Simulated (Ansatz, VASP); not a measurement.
**Al: VASP beside Ansatz**

```xyz
1
Lattice="0.0000 1.9580 1.9580 1.9580 0.0000 1.9580 1.9580 1.9580 0.0000" Properties=species:S:1:pos:R:3 pbc="T T T"
Al    0.0000    0.0000    0.0000
```

Alike in both runs: task single point; functional PBE; k mesh 18 × 18 × 18; occupations gaussian, width 0.1 eV; no spin polarisation.

|  | VASP | Ansatz |
| --- | --- | --- |
| version | VASP 6.6.1 | Ansatz 0.2.0 |
| potentials or method | VASP PAW PBE potentials, release 64 (Al), cutoff 500 eV | scalar-relativistic, plane waves, PAW |
| valence electrons in the cell | 3 | 3 |

|  | VASP | Ansatz | Ansatz less VASP |
| --- | --- | --- | --- |
| gap on the k mesh at the Fermi level (eV) | none | none | - |
| pressure (GPa) | 8.9 | 8.9 | +0.03 |

A gap of «none» marks a metal or a gap that the smearing closes. With one functional, cell and mesh, what is left measures potentials, basis and numerics.
